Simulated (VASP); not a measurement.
Set up this calculation in VASP 6.6.1, as the native input.

- Task: single point
- Functional: PBE
- Potentials or basis: VASP PAW PBE potentials, release 64 (P, In_d)
- Cutoff: 520 eV
- k mesh: 9 × 9 × 1
- Occupations: gaussian, width 0.1 eV
- Spin: no spin polarisation
- Dipole correction: yes
- Further INCAR settings: ALGO = Normal; EDIFF = 1e-07; NBANDS = 48

The structure of In4P5 lies in POSCAR:

```
In4P5
1.0
    3.9175984294      0.0000000000      0.0000000000
   -1.9587992147      3.3927397617      0.0000000000
    0.0000000000      0.0000000000     27.7948228922
P In
5 4
Direct
    0.3333333333      0.6666666667      0.2773282652
    0.0000000000      0.0000000000      0.3886618655
    0.6666666667      0.3333333333      0.5000000018
    0.3333333333      0.6666666667      0.6113381325
    0.0000000000      0.0000000000      0.7226717291
    0.6666666667      0.3333333333      0.3216552171
    0.3333333333      0.6666666667      0.4415853167
    0.0000000000      0.0000000000      0.5584146915
    0.6666666667      0.3333333333      0.6783447805
```

These files were run (other wordings do the same):

INCAR

```
SYSTEM = In4P5
PREC     = Accurate       ! precision mode
ENCUT    = 520            ! plane-wave cutoff, eV
EDIFF    = 1E-7           ! SCF threshold, eV
ISMEAR   = 0              ! smearing method
SIGMA    = 0.1            ! smearing width, eV
LREAL    = .False.        ! projectors in reciprocal space
LASPH    = .True.         ! aspherical terms in the spheres
NELM     = 100            ! most SCF steps
ALGO     = Normal         ! electronic algorithm
ISIF     = 2              ! what is computed and relaxed
LWAVE    = .False.        ! write WAVECAR
LCHARG   = .True.         ! write CHGCAR
LDIPOL   = .True.       
IDIPOL   = 3            
DIPOL    = 0.5 0.5 0.500
GGA      = PE             ! functional
LELF     = .True.         ! ELF
LVHAR    = .True.       
LVACPOTAV= .True.       
NBANDS   = 48             ! bands
```

KPOINTS

```
regular mesh
0
Gamma
  9 9 1
  0 0 0
```

Potentials or basis: VASP PAW PBE potentials, release 64 (P, In_d).

Launch:

```bash
$ cat potpaw_PBE.64/P/POTCAR potpaw_PBE.64/In_d/POTCAR > POTCAR
$ mpirun -np 1 vasp_std > vasp.out
```

Results of the run:

```json
{
 "Largest force": "0.015 eV/Å"
}
```

Run time: 13 min on 1 thread of Intel(R) Xeon(R) Platinum 8375C CPU @ 2.90GHz (Ice Lake), with other jobs on the host, peak memory 0.53 GiB.
